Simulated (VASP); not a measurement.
# SiW6 in VASP: further runs

Runs on SiW6. Level: PBE+D3(BJ). Tasks: single point.

All numbers are computed with VASP 6.6.1; they aren't measurements. Logs are shortened: lines on timing, memory, paths and dates and some standing lists are left out, and cuts for length are marked.

## (1) The cell of the first run

The cell holds a slab with vacuum, 7 atoms: a = 4.468 Å, b = 4.468 Å, c = 21.626 Å, α = 90.00°, β = 90.00°, γ = 120.00°.

## (2) Single point, PBE+D3(BJ)

The input, INCAR:

```
ALGO = Normal ; DIPOL = 0.5 0.5 0.323
EDIFF = 1E-7 ; ENCUT = 520
GGA = PE ; IDIPOL = 3
ISIF = 2 ; ISMEAR = 0
IVDW = 12 ; LASPH = True
LCHARG = True ; LDIPOL = True
LELF = True ; LREAL = False
LVACPOTAV = True ; LVHAR = True
LWAVE = False ; NBANDS = 53
NELM = 80 ; PREC = Accurate
SIGMA = 0.1
```

The input, KPOINTS:

```
k-points
0
Gamma
  6 6 1
```

The input, POSCAR:

```
SiW6
1.0
    4.4682526257      0.0000000000      0.0000000000
   -2.2341263128      3.8696202844      0.0000000000
    0.0000000000      0.0000000000     21.6259061357
W Si
6 1
Direct
    0.6666666667      0.3333333333      0.1849633479
    0.3333333333      0.6666666667      0.2271386095
    0.0000000000      0.0000000000      0.2693138710
    0.6666666667      0.3333333333      0.3085097946
    0.3333333333      0.6666666667      0.3483008428
    0.0000000000      0.0000000000      0.3849968683
    0.2222222222      0.4444444444      0.5375916303
```

Potentials or basis: VASP PAW PBE potentials, release 64 (W_sv, Si).

Command:

```bash
> cat potpaw_PBE.64/W_sv/POTCAR potpaw_PBE.64/Si/POTCAR > POTCAR
> mpirun -np 1 vasp_std > vasp.out
```

OUTCAR:

```text
EDIFF = 1E-7
   ENCUT = 520
   GGA = PE
   ISIF = 2
   ISMEAR = 0
   IVDW = 12
   LASPH = True
   LREAL = False
   NELM = 80
   PREC = Accurate
 IVDW          = 12

 ion  position               nearest neighbor table
   1  0.667  0.333  0.185-   4 2.67   2 2.74   2 2.74   2 2.74   3 3.16   3 3.16   3 3.16
   2  0.333  0.667  0.227-   5 2.62   3 2.74   3 2.74   3 2.74   1 2.74   1 2.74   1 2.74   4 3.12
                             4 3.12   4 3.12
   3  0.000  0.000  0.269-   6 2.50   4 2.72   4 2.72   4 2.72   2 2.74   2 2.74   2 2.74   5 3.09
                             5 3.09   5 3.09   1 3.16   1 3.16   1 3.16
   4  0.667  0.333  0.309-   1 2.67   3 2.72   3 2.72   3 2.72   5 2.72   5 2.72   5 2.72   6 3.06
                             6 3.06   6 3.06   2 3.12   2 3.12   2 3.12
   5  0.333  0.667  0.348-   2 2.62   6 2.70   6 2.70   6 2.70   4 2.72   4 2.72   4 2.72   3 3.09
                             3 3.09   3 3.09
   6  0.000  0.000  0.385-   3 2.50   5 2.70   5 2.70   5 2.70   4 3.06   4 3.06   4 3.06
   7  0.222  0.444  0.538-

  LATTYP: Found a hexagonal cell.
 ALAT       =     4.4682526257
 C/A-ratio  =     4.8399022945

  Lattice vectors:

 A1 = (   4.4682526257,   0.0000000000,   0.0000000000)
 A2 = (  -2.2341263128,   3.8696202844,   0.0000000000)
 A3 = (   0.0000000000,   0.0000000000,  21.6259061357)

Analysis of symmetry for initial positions (statically):
=====================================================================
 Subroutine PRICEL returns:
 Original cell was already a primitive cell.

 Routine SETGRP: Setting up the symmetry group for a
 hexagonal supercell.

 Subroutine GETGRP returns: Found  2 space group operations
 (whereof  2 operations were pure point group operations)
 out of a pool of 24 trial point group operations.

The static configuration has the point symmetry C_1h.

Analysis of symmetry for dynamics (positions and initial velocities):
=====================================================================
 Subroutine PRICEL returns:
 Original cell was already a primitive cell.

 Routine SETGRP: Setting up the symmetry group for a
 hexagonal supercell.

 Subroutine GETGRP returns: Found  2 space group operations
 (whereof  2 operations were pure point group operations)
 out of a pool of 24 trial point group operations.

The dynamic configuration has the point symmetry C_1h.

 Subroutine INISYM returns: Found  2 space group operations
[... 102 lines left out ...]
   ISYM   =      2    0-nonsym 1-usesym 2-fastsym
   POTIM  = 0.5000    time-step for ionic-motion
   TEBEG  =    0.0;   TEEND  =   0.0 temperature during run
   PSTRESS=    0.0 pullay stress
   NELECT =      88.0000    total number of electrons
   NUPDOWN=      -1.0000    fix difference up-down
   EMIN   =  10.00;   EMAX   =-10.00  energy-range for DOS
   EFERMI =   0.00;   METHOD = LEGACY
   ISMEAR =     0;   SIGMA  =   0.10  broadening in eV -4-tet -1-fermi 0-gaus
   EFERMI_NEDOS =   21; number of points for ismear=-14 and -15
   IALGO  =     38    algorithm
   IMIX   =      4    mixing-type and parameters
     AMIX     =   0.40;   BMIX     =  1.00
     AMIX_MAG =   1.60;   BMIX_MAG =  1.00
  volume/ion in A,a.u.               =      53.42       360.48
  Fermi-wavevector in a.u.,A,eV,Ry     =   1.010747  1.910034 13.899828  1.021609
  Thomas-Fermi vector in A             =   2.143754
   LORBIT       =      0    0 simple, 1 ext, 2 COOP (PROOUT), +10 PAW based schemes
   GGA     = PE    functional components
   LHFCALC =     F    Hartree Fock is set to
   AEXX    =    0.0000 exact exchange contribution
   IVDW    =    12    specifies the selected vdW correction
   LEPSILON=     F    determine dielectric tensor
   LRPA    =     F    only Hartree local field effects (RPA)
 non-spin polarized calculation
 Gauss-broadening in eV      SIGMA  =   0.10
  energy-cutoff  :      520.00
  volume of cell :      373.92
 maximum number of plane-waves:     10113
 NGX is ok and might be reduce to    36
   NGX = 17   NGY = 17   NGZ = 81

 dipolmoment           0.000000      0.000000     -0.733104 electrons x Angstroem

 number of electron      88.0000001 magnetization

 dipolmoment           0.000000      0.000000      0.056228 electrons x Angstroem

 Free energy of the ion-electron system (eV)
  ---------------------------------------------------
  ext. energy  EPLUGINS =         0.00000000
  ---------------------------------------------------
  free energy    TOTEN  =       -71.92437076 eV

  energy without entropy =      -71.87802518  energy(sigma->0) =      -71.90119797

 E-fermi :   0.3332     XC(G=0):  -5.4652

 val. band max:        0.3315903830   @ k =   0.3333   0.1667   0.0000
 cond. band min:       0.3515781849   @ k =  -0.1667   0.5000   0.0000
 fundamental gap:      0.0199878019
 Fermi energy:         0.3332420997

 k-point     1 :       0.0000    0.0000    0.0000
  band No.  band energies     occupation
      1     -73.6735      2.00000
      2     -73.5498      2.00000
      3     -73.5241      2.00000
      4     -73.4845      2.00000
      5     -73.3857      2.00000
      6     -73.3201      2.00000
[... 717 lines left out ...]
     52       1.7861      0.00000
     53       1.9187      0.00000

------------------------ aborting loop because EDIFF is reached ----------------------------------------

 Edisp (eV)   -2.81296

 E8    (eV) :    -1.4763

  FORCE on cell =-STRESS in cart. coord.  units (eV):
  Direction    XX          YY          ZZ          XY          YZ          ZX
  --------------------------------------------------------------------------------------
  -------------------------------------------------------------------------------------
  Total       2.50242     2.19546     1.54493     0.00000     0.49289     0.00000
  in kB      10.72235     9.40708     6.61971     0.00000     2.11192     0.00000
  external pressure =        8.92 kB  Pullay stress =        0.00 kB

 VOLUME and BASIS-vectors are now :
 -----------------------------------------------------------------------------
  energy-cutoff  :      520.00
  volume of cell :      373.92
      direct lattice vectors                 reciprocal lattice vectors
     4.468252626  0.000000000  0.000000000     0.223801133  0.129211644  0.000000000
    -2.234126313  3.869620284  0.000000000     0.000000000  0.258423289  0.000000000
     0.000000000  0.000000000 21.625906136     0.000000000  0.000000000  0.046240837

 POSITION                                       TOTAL-FORCE (eV/Angst)
 -----------------------------------------------------------------------------------
      2.23413      1.28987      4.00000         0.000000      0.062060      2.076721
     -0.00000      2.57975      4.91208        -0.000000     -0.023712     -1.072693
      0.00000      0.00000      5.82416         0.000000      0.001387     -1.885012
      2.23413      1.28987      6.67180        -0.000000     -0.103875     -3.676871
     -0.00000      2.57975      7.53232        -0.000000     -0.197610      0.084151
      0.00000      0.00000      8.32591         0.000000      0.154044      5.614889
      0.00000      1.71983     11.62591         0.000000      0.107705     -1.141185
 -----------------------------------------------------------------------------------
    total drift:                                0.000000      0.000083     -0.000373

  FREE ENERGIE OF THE ION-ELECTRON SYSTEM (eV)
  ---------------------------------------------------
  free  energy   TOTEN  =       -74.7373318362 eV

  energy  without entropy=      -74.6909862551  energy(sigma->0) =      -74.71415905

 vacuum level on the upper side and lower side of the slab         4.866         4.277
```

It took 6.9 min on 1 thread of Intel Xeon 6975P-C (Granite Rapids), shared host; peak memory 0.6 GiB.

Results:

| Item | Value |
| --- | --- |
| Free energy | -74.7373 eV |
| Largest force | 5.617 eV/Å |
| Band gap on the k mesh | zero (bands 44 and 45 overlap by 0.33 eV) |
| Dispersion energy per atom | -0.402 eV |

Forces on the atoms (eV/Å):
```
W    0.000  0.062  2.077
W    0.000 -0.024 -1.073
W    0.000  0.001 -1.885
W    0.000 -0.104 -3.677
W    0.000 -0.198  0.084
W    0.000  0.154  5.615
Si   0.000  0.108 -1.141
```

Caveat: spin-orbit coupling is left out, which moves the levels of the heavy elements.

## (3) Single point, PBE+D3(BJ)

The input, INCAR:

```
PREC     = Accurate       # precision mode
ENCUT    = 520            # plane-wave cutoff, eV
EDIFF    = 1E-6           # SCF threshold, eV
ISMEAR   = 0              # smearing method
SIGMA    = 0.1            # smearing width, eV
LREAL    = F              # projectors in reciprocal space
LASPH    = T              # aspherical terms in the spheres
NELM     = 80             # most SCF steps
ALGO     = Normal         # electronic algorithm
ISIF     = 2              # what is computed and relaxed
LWAVE    = F              # write WAVECAR
LCHARG   = F              # write CHGCAR
LDIPOL   = T            
IDIPOL   = 3            
DIPOL    = 0.5 0.5 0.323
GGA      = PE             # functional
IVDW     = 12             # dispersion correction
NBANDS   = 53             # bands
```

The input, KPOINTS:

```
Automatic mesh
0
Gamma
  6 6 1
```

Changes to POSCAR since step 2:

```diff
@@ -14,2 +14,2 @@
     0.0000000000      0.0000000000      0.3849968683
-    0.2222222222      0.4444444444      0.5375916303
+    0.4444444444      0.2222222222      0.5375916303
```

Potentials or basis: VASP PAW PBE potentials, release 64 (W_sv, Si).

Command:

```bash
> cat potpaw_PBE.64/W_sv/POTCAR potpaw_PBE.64/Si/POTCAR > POTCAR
> mpirun -np 1 vasp_std > vasp.out
```

Wall time 6.4 min (1 thread of Intel Xeon 6975P-C (Granite Rapids), shared host); peak memory 0.59 GiB.

The run converged. Its results:

| Property | Result |
| --- | --- |
| Free energy | -74.6031 eV |
| Largest force | 5.597 eV/Å |
| Band gap on the k mesh | zero (bands 44 and 45 overlap by 0.12 eV) |
| Dispersion energy per atom | -0.402 eV |

Forces on the atoms (eV/Å):
```
W    0.018  0.011  2.030
W   -0.042 -0.024 -0.927
W    0.045  0.026 -1.991
W   -0.008 -0.005 -3.581
W   -0.078 -0.045 -0.097
W    0.108  0.062  5.596
Si  -0.042 -0.024 -1.029
```

Levels at points of the mesh, in eV from the Fermi level:
| k point | band 40 | band 41 | band 42 | band 43 | band 44 | band 45 | band 46 | band 47 | band 48 | band 49 |
| --- | --- | --- | --- | --- | --- | --- | --- | --- | --- | --- |
| (0.00, 0.00, 0.00) | -1.22 | -1.08 | -1.07 | -1.00 | -0.46 | 0.61 | 1.42 | 1.52 | 1.62 | 1.63 |
| (0.50, 0.00, 0.00) | -1.29 | -0.98 | -0.67 | -0.38 | 0.03 | 0.18 | 0.30 | 0.74 | 0.88 | 1.21 |
| (0.00, 0.50, 0.00) | -1.30 | -0.97 | -0.66 | -0.20 | -0.08 | 0.19 | 0.31 | 0.64 | 0.96 | 1.15 |

Caveat: spin-orbit coupling is left out, which moves the levels of the heavy elements.

## (4) Single point, PBE+D3(BJ)

The input, INCAR:

```
ALGO = Normal
DIPOL = 0.5 0.5 0.323
EDIFF = 1E-7
ENCUT = 520
GGA = PE
IDIPOL = 3
ISIF = 2
ISMEAR = 0
IVDW = 12
LASPH = T
LCHARG = F
LDIPOL = T
LREAL = F
LWAVE = F
NBANDS = 53
NELM = 80
PREC = Accurate
SIGMA = 0.1
```

The input, KPOINTS:

```
k-points
0
Gamma
  6 6 1
```

Changes to POSCAR since step 3:

```diff
@@ -14,2 +14,2 @@
     0.0000000000      0.0000000000      0.3849968683
-    0.4444444444      0.2222222222      0.5375916303
+    0.4444444444      0.8888888889      0.5375916303
```

Command:

```bash
> cat potpaw_PBE.64/W_sv/POTCAR potpaw_PBE.64/Si/POTCAR > POTCAR
> mpirun -np 1 vasp_std > vasp.out
```

Wall time 6.8 min (1 thread of Intel Xeon 6975P-C (Granite Rapids), shared host); peak memory 0.6 GiB.

Results (log left out):

* Free energy: -74.7281 eV
* Largest force: 6.046 eV/Å
* Band gap on the k mesh: zero (bands 44 and 45 overlap by 0.35 eV)
* Dispersion energy per atom: -0.408 eV

Forces on the atoms (eV/Å):
```
W    0.000 -0.050  2.072
W    0.000  0.015 -1.108
W    0.000  0.006 -1.841
W    0.000  0.092 -4.034
W    0.000  0.107  0.034
W    0.000 -0.039  6.046
Si   0.000 -0.130 -1.170
```

Levels at points of the mesh, in eV from the Fermi level:
| k point | band 41 | band 42 | band 43 | band 44 | band 45 | band 46 | band 47 | band 48 |
| --- | --- | --- | --- | --- | --- | --- | --- | --- |
| (0.00, 0.00, 0.00) | -1.07 | -1.06 | -0.96 | -0.44 | 0.71 | 1.31 | 1.57 | 1.64 |
| (0.50, 0.00, 0.00) | -0.95 | -0.64 | -0.39 | 0.01 | 0.20 | 0.31 | 0.86 | 1.08 |
| (0.00, 0.50, 0.00) | -0.87 | -0.58 | -0.33 | 0.15 | 0.19 | 0.31 | 0.53 | 0.88 |

Caveat: spin-orbit coupling is left out, which moves the levels of the heavy elements.

## (5) Summary

```csv
cell,gap on the mesh (eV),largest force (eV/Å)
"as given, atomic positions A",none,5.62
"as given, atomic positions B",none,5.60
"as given, atomic positions C",none,6.05
```

Alike in all rows: task single point; level PBE+D3(BJ); potentials or basis VASP PAW PBE potentials, release 64 (W_sv, Si); no spin polarisation; k mesh 6 × 6 × 1; cutoff (eV) 520; smearing gaussian 0.1 eV.

Caveats: spin-orbit coupling is left out, which moves the levels of the heavy elements.

Absolute energies hang on the potentials; compare differences alone.
